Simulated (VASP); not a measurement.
## KF: single point with PBEsol

KF:

```
K F
1.0
     0.00000    2.60724    2.60724
     2.60724    0.00000    2.60724
     2.60724    2.60724    0.00000
K F
1 1
Cartesian
  0.0000 0.0000 0.0000
  2.6072 2.6072 2.6072
```

| Quantity | Value |
| --- | --- |
| Program | VASP 6.6.1 |
| Task | single point |
| Functional | PBEsol |
| Potentials or basis | VASP PAW PBE potentials, release 64 (K_sv, F) |
| Cutoff | 520 eV |
| k mesh | 8 × 8 × 8 |
| Occupations | gaussian, width 0.01 eV |
| Spin | no spin polarisation |

| Item | Value |
| --- | --- |
| Pressure | 2.1 GPa |
| Band gap on the k mesh | 6.41 eV |

Levels at points of the mesh, in eV from the valence-band top:
```csv
k point,band 5,band 6,band 7,band 8,band 9,band 10,band 11,band 12
"(0.00, 0.00, 0.00)",-9.02,0.00,0.00,0.00,6.41,10.82,10.82,10.82
"(0.50, 0.00, 0.00)",-9.06,-0.90,-0.42,-0.42,9.27,11.00,12.40,12.40
"(0.50, 0.50, 0.00)",-9.29,-0.17,-0.04,-0.04,8.13,10.64,12.24,13.99
```

Wall time 19 s on 1 thread of Intel Xeon 8259CL, with other jobs on the host, peak memory 0.16 GiB.

Caveat: the PAW data sets were made with another functional, which shifts forces and pressure a little. A k mesh can miss the band edges.
